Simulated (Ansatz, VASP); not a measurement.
# Two plane-wave programs on Ta

INCAR

```
ALGO = Fast
EDIFF = 1E-6
ENCUT = 520
GGA = PE
ISIF = 2
ISMEAR = 0
LASPH = True
LCHARG = True
LELF = True
LREAL = False
LVHAR = True
LWAVE = False
NBANDS = 12
NELM = 80
PREC = Accurate
SIGMA = 0.15
```

KPOINTS

```
k-points
0
Gamma
  20 20 20
```

POSCAR

```
Ta
1.0
   -1.4920361963      1.4920361963      2.0118616071
    1.4920361963     -1.4920361963      2.0118616071
    1.4920361963      1.4920361963     -2.0118616071
Ta
1
Direct
    0.0000000000      0.0000000000      0.0000000000
```

Input for Ansatz:

```yaml
crystal:
  lattice:
    - [-1.4920361963, 1.4920361963, 2.0118616071]
    - [1.4920361963, -1.4920361963, 2.0118616071]
    - [1.4920361963, 1.4920361963, -2.0118616071]
  atoms:
    - { symbol: Ta, position: [0.0, 0.0, 0.0] }
basis:
  ecutwfc: 420
kpoints:
  mp_grid: { grid: [20, 20, 20] }
hamiltonian:
  xc: pbe
  pseudopotentials: { kind: paw, azcp: { folder: soft_1 } }
scf:
  occupations: { method: gaussian, width: 0.15 }
output:
  forces: true
  stress: true
  eigenvalues: true
```

Alike in both runs: task single point; functional PBE; k mesh 20 × 20 × 20; occupations gaussian, width 0.15 eV; no spin polarisation.

```csv
,VASP,Ansatz
version,VASP 6.6.1,Ansatz 0.2.0
potentials or method,"VASP PAW PBE potentials, release 64 (Ta_pv), cutoff 520 eV","scalar-relativistic, plane waves, PAW"
valence electrons in the cell,11,13
```

|  | VASP | Ansatz | Ansatz less VASP |
| --- | --- | --- | --- |
| gap on the k mesh at the Fermi level (eV) | none | none | - |
| pressure (GPa) | 10.0 | 9.9 | -0.09 |
| traceless stress, the component that is largest in VASP (GPa) | -5.83 | -5.81 | +0.014 |

A gap of «none» marks a metal or a gap that the smearing closes. VASP's potentials hold 11 valence electrons a cell and Ansatz's 13, so a difference there can come from the potentials and not from the codes.

Spin-orbit coupling is off throughout.
